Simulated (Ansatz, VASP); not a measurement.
## WSe2 in VASP and in Ansatz

INCAR

```
PREC = Accurate ; ENCUT = 520
EDIFF = 1E-6 ; ISMEAR = 0
SIGMA = 0.02 ; LREAL = False
LASPH = True ; NELM = 80
ALGO = Normal ; ISIF = 2
LWAVE = False ; LCHARG = False
LDIPOL = True ; IDIPOL = 3
DIPOL = 0.5 0.5 0.500 ; GGA = PE
IVDW = 12 ; NBANDS = 20
```

The input KPOINTS:

```
regular mesh
0
Gamma
  9 9 1
```

File POSCAR:

```
WSe2
1.0
    3.2850000000      0.0000000000      0.0000000000
   -1.6425000000      2.8448934514      0.0000000000
    0.0000000000      0.0000000000     32.7373831004
Se W
2 1
Direct
    0.3333333333      0.6666666667      0.4476439520
    0.3333333333      0.6666666667      0.5523560480
    0.6666666667      0.3333333333      0.5000000000
```

Input for Ansatz:

```yaml
crystal:
  lattice:
    - [3.285, 0.0, 0.0]
    - [-1.6425, 2.8448934514, 0.0]
    - [0.0, 0.0, 32.7373831004]
  atoms:
    - { symbol: Se, position: [0.3333333333, 0.6666666667, 0.447643952] }
    - { symbol: W, position: [0.6666666667, 0.3333333333, 0.5] }
    - { symbol: Se, position: [0.3333333333, 0.6666666667, 0.552356048] }
  periodic: [true, true, false]
basis:
  ecutwfc: 420
kpoints:
  mp_grid: { grid: [9, 9, 1] }
hamiltonian:
  xc: pbe
  pseudopotentials: { kind: paw, azcp: { folder: soft_1 } }
  dispersion: d3bj
scf:
  occupations: { method: gaussian, width: 0.02 }
output:
  forces: true
  stress: true
  eigenvalues: true
```

Alike in both runs: task single point; functional PBE; dispersion D3(BJ); k mesh 9 × 9 × 1; occupations gaussian, width 0.02 eV; no spin polarisation.

```csv
,VASP,Ansatz
version,VASP 6.6.1,Ansatz 0.2.0
potentials or method,"VASP PAW PBE potentials, release 64 (Se, W_sv), cutoff 520 eV","scalar-relativistic, plane waves, PAW"
valence electrons in the cell,26,46
```

|  | VASP | Ansatz | Ansatz less VASP |
| --- | --- | --- | --- |
| gap on the k mesh at the Fermi level (eV) | 1.63 | 1.63 | -0.001 |
| least direct gap on the mesh (eV) | 1.73 | 1.73 | +0.003 |
| rms of the force components (eV/Å) | 0.209 | 0.229 | +0.0206 |

VASP's potentials hold 26 valence electrons a cell and Ansatz's 46, so a difference there can come from the potentials and not from the codes.

Spin-orbit coupling is off throughout.
